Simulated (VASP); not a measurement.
# RuBr2 (P-3m1) in VASP: further runs

The runs below take RuBr2 through single point, with PBEsol.

All numbers are computed with VASP 6.6.1; they aren't measurements. Logs are shortened: lines on timing, memory, paths and dates and some standing lists are left out, and cuts for length are marked.

### Step 1. The cell of the first run

The structure is trigonal, space group P-3m1 (No. 164). The conventional cell has a = 3.718 Å, b = 3.718 Å, c = 5.587 Å, α = 90.00°, β = 90.00°, γ = 120.00°. Ru (site symmetry -3m) has 6 Br at 2.50 Å within 3.3 Å. Br (site symmetry 3m) has 3 Ru at 2.50 Å within 3.3 Å.

### Step 2. Single point, PBEsol (volume scaled by 0.960)

Input file INCAR:

```
  PREC = Accurate
  ENCUT = 520
  EDIFF = 1E-6
  ISMEAR = 0
  SIGMA = 0.05
  LREAL = False
  LASPH = True
  NELM = 80
  ALGO = Normal
  ISIF = 2
  LWAVE = False
  LCHARG = False
  GGA = PS
  NBANDS = 21
```

Input file KPOINTS:

```
regular mesh
0
Gamma
  10 10 6
```

Input file POSCAR:

```
RuBr2
1.0
    3.7179267125      0.0000000000      0.0000000000
   -1.8589633563      3.2198189824      0.0000000000
    0.0000000000      0.0000000000      5.5865164315
Ru Br
1 2
Direct
    0.0000000000      0.0000000000      0.0000000000
    0.3333333333      0.6666666667      0.2295572204
    0.6666666667      0.3333333333      0.7704427796
```

Potentials or basis: VASP PAW PBE potentials, release 64 (Ru_pv, Br).

The run is started by

```sh
> cat potpaw_PBE.64/Ru_pv/POTCAR potpaw_PBE.64/Br/POTCAR > POTCAR
> mpirun -np 1 vasp_std > vasp.out
```

OUTCAR:

```text
PREC = Accurate
   ENCUT = 520
   EDIFF = 1E-6
   ISMEAR = 0
   LREAL = False
   LASPH = True
   NELM = 80
   ISIF = 2
   GGA = PS

 ion  position               nearest neighbor table
   1  0.000  0.000  0.000-   2 2.50   3 2.50   2 2.50   3 2.50   3 2.50   2 2.50
   2  0.333  0.667  0.230-   1 2.50   1 2.50   1 2.50
   3  0.667  0.333  0.770-   1 2.50   1 2.50   1 2.50

  LATTYP: Found a hexagonal cell.
 ALAT       =     3.7179267125
 C/A-ratio  =     1.5025891750

  Lattice vectors:

 A1 = (   3.7179267125,   0.0000000000,   0.0000000000)
 A2 = (  -1.8589633563,   3.2198189824,   0.0000000000)
 A3 = (   0.0000000000,   0.0000000000,   5.5865164315)

Analysis of symmetry for initial positions (statically):
=====================================================================
 Subroutine PRICEL returns:
 Original cell was already a primitive cell.

 Routine SETGRP: Setting up the symmetry group for a
 hexagonal supercell.

 Subroutine GETGRP returns: Found 12 space group operations
 (whereof 12 operations were pure point group operations)
 out of a pool of 24 trial point group operations.

The static configuration has the point symmetry D_3d.

Analysis of symmetry for dynamics (positions and initial velocities):
=====================================================================
 Subroutine PRICEL returns:
 Original cell was already a primitive cell.

 Routine SETGRP: Setting up the symmetry group for a
 hexagonal supercell.

 Subroutine GETGRP returns: Found 12 space group operations
 (whereof 12 operations were pure point group operations)
 out of a pool of 24 trial point group operations.

The dynamic configuration has the point symmetry D_3d.

 Subroutine INISYM returns: Found 12 space group operations
 (whereof 12 operations are pure point group operations),
 and found     1 'primitive' translations

----------------------------------------------------------------------------------------

                                     Primitive cell

  volume of cell :      66.8765

  direct lattice vectors                    reciprocal lattice vectors
     3.717926713  0.000000000  0.000000000     0.268967109  0.155288233  0.000000000
    -1.858963356  3.219818982  0.000000000     0.000000000  0.310576466  0.000000000
[... 81 lines left out ...]
   ISPIN  =      1    spin polarized calculation?
   LNONCOLLINEAR =      F non collinear calculations
   LSORBIT =      F    spin-orbit coupling
   LASPH  =      T    aspherical Exc in radial PAW
   ENCUT  =  520.0 eV  38.22 Ry    6.18 a.u.   6.91  6.91 10.39*2*pi/ulx,y,z
   NELM   =     80;   NELMIN=  2; NELMDL= -5     # of ELM steps
   EDIFF  = 0.1E-05   stopping-criterion for ELM
   LREAL  =      F    real-space projection
   EDIFFG = 0.1E-04   stopping-criterion for IOM
   NSW    =      0    number of steps for IOM
   IBRION =     -1    ionic relax: 0-MD 1-quasi-New 2-CG
   NFREE  =      0    steps in history (QN), initial steepest desc. (CG)
   ISIF   =      2    stress and relaxation
   ISYM   =      2    0-nonsym 1-usesym 2-fastsym
   POTIM  = 0.5000    time-step for ionic-motion
   TEBEG  =    0.0;   TEEND  =   0.0 temperature during run
   PSTRESS=    0.0 pullay stress
   NELECT =      28.0000    total number of electrons
   NUPDOWN=      -1.0000    fix difference up-down
   EMIN   =  10.00;   EMAX   =-10.00  energy-range for DOS
   EFERMI =   0.00;   METHOD = LEGACY
   ISMEAR =     0;   SIGMA  =   0.05  broadening in eV -4-tet -1-fermi 0-gaus
   EFERMI_NEDOS =   21; number of points for ismear=-14 and -15
   IALGO  =     38    algorithm
   IMIX   =      4    mixing-type and parameters
     AMIX     =   0.40;   BMIX     =  1.00
     AMIX_MAG =   1.60;   BMIX_MAG =  1.00
  volume/ion in A,a.u.               =      22.29       150.43
  Fermi-wavevector in a.u.,A,eV,Ry     =   1.224719  2.314383 20.407870  1.499936
  Thomas-Fermi vector in A             =   2.359783
   LORBIT       =      0    0 simple, 1 ext, 2 COOP (PROOUT), +10 PAW based schemes
   GGA     = PS    functional components
   LHFCALC =     F    Hartree Fock is set to
   AEXX    =    0.0000 exact exchange contribution
   IVDW    =     0    specifies the selected vdW correction
   LEPSILON=     F    determine dielectric tensor
   LRPA    =     F    only Hartree local field effects (RPA)
 non-spin polarized calculation
 Gauss-broadening in eV      SIGMA  =   0.05
  energy-cutoff  :      520.00
  volume of cell :       66.88
 maximum number of plane-waves:      1820
   NGX = 13   NGY = 13   NGZ = 21

 number of electron      28.0000004 magnetization

 Free energy of the ion-electron system (eV)
  ---------------------------------------------------
  ext. energy  EPLUGINS =         0.00000000
  ---------------------------------------------------
  free energy    TOTEN  =       -14.11081447 eV

  energy without entropy =      -14.11081447  energy(sigma->0) =      -14.11081447

 E-fermi :   5.4678     XC(G=0): -10.1763

 val. band max:        5.2074021325   @ k =   0.0000   0.2000   0.3333
 cond. band min:       5.9795778564   @ k =   0.0000   0.3000   0.3333
 fundamental gap:      0.7721757239
 Fermi energy:         5.4678248903

 k-point     1 :       0.0000    0.0000    0.0000
  band No.  band energies     occupation
      1     -36.8949      2.00000
      2     -36.8949      2.00000
      3     -36.8313      2.00000
      4     -12.1212      2.00000
      5     -10.7725      2.00000
      6      -1.6599      2.00000
[... 565 lines left out ...]
     20      13.4799      0.00000
     21      14.3111      0.00000

 [... further k-points ...]

------------------------ aborting loop because EDIFF is reached ----------------------------------------

  FORCE on cell =-STRESS in cart. coord.  units (eV):
  Direction    XX          YY          ZZ          XY          YZ          ZX
  --------------------------------------------------------------------------------------
  -------------------------------------------------------------------------------------
  Total        0.3131765      0.3131765      0.2609291     -0.0000000      0.0000000      0.0000000
  in kB        7.5028521      7.5028521      6.2511464     -0.0000000      0.0000000      0.0000000
  external PRESSURE =       7.0856168 kB  Pullay stress =       0.0000000 kB

 VOLUME and BASIS-vectors are now :
 -----------------------------------------------------------------------------
  energy-cutoff  :      520.00
  volume of cell :       66.88
      direct lattice vectors                 reciprocal lattice vectors
     3.717926713  0.000000000  0.000000000     0.268967109  0.155288233  0.000000000
    -1.858963356  3.219818982  0.000000000     0.000000000  0.310576466  0.000000000
     0.000000000  0.000000000  5.586516431     0.000000000  0.000000000  0.179002427

 POSITION                                       TOTAL-FORCE (eV/Angst)
 -----------------------------------------------------------------------------------
      0.00000      0.00000      0.00000         0.000000      0.000000      0.000000
     -0.00000      2.14655      1.28243         0.000000      0.000000      0.012966
      1.85896      1.07327      4.30409        -0.000000     -0.000000     -0.012966
 -----------------------------------------------------------------------------------
    total drift:                                0.000000      0.000000      0.000000

  FREE ENERGIE OF THE ION-ELECTRON SYSTEM (eV)
  ---------------------------------------------------
  free  energy   TOTEN  =       -14.1108144734 eV

  energy  without entropy=      -14.1108144734  energy(sigma->0) =      -14.11081447
```

It took 100 s on 1 thread of Oxide Virtual Turin-like, shared host; peak memory 0.2 GiB.

What came out:

* Free energy: -14.1108 eV
* Pressure: 0.7 GPa
* Largest force: 0.013 eV/Å
* Band gap on the k mesh: 0.77 eV, indirect (least direct gap 0.87 eV)

Forces in eV/Å, atoms in the order of the input:
```
Ru   0.000  0.000  0.000
Br   0.000  0.000  0.013
Br   0.000  0.000 -0.013
```

Stress tensor (GPa, compression positive):
```
0.75 0.00 0.00
0.00 0.75 0.00
0.00 0.00 0.63
```

Caveat: the PAW data sets were made with another functional, which shifts forces and pressure a little; this functional lacks dispersion, which binds the layers, so the pressure and a relaxed spacing across them are unreliable. A k mesh can miss the band edges.

(Continued in part 2 of 2.)
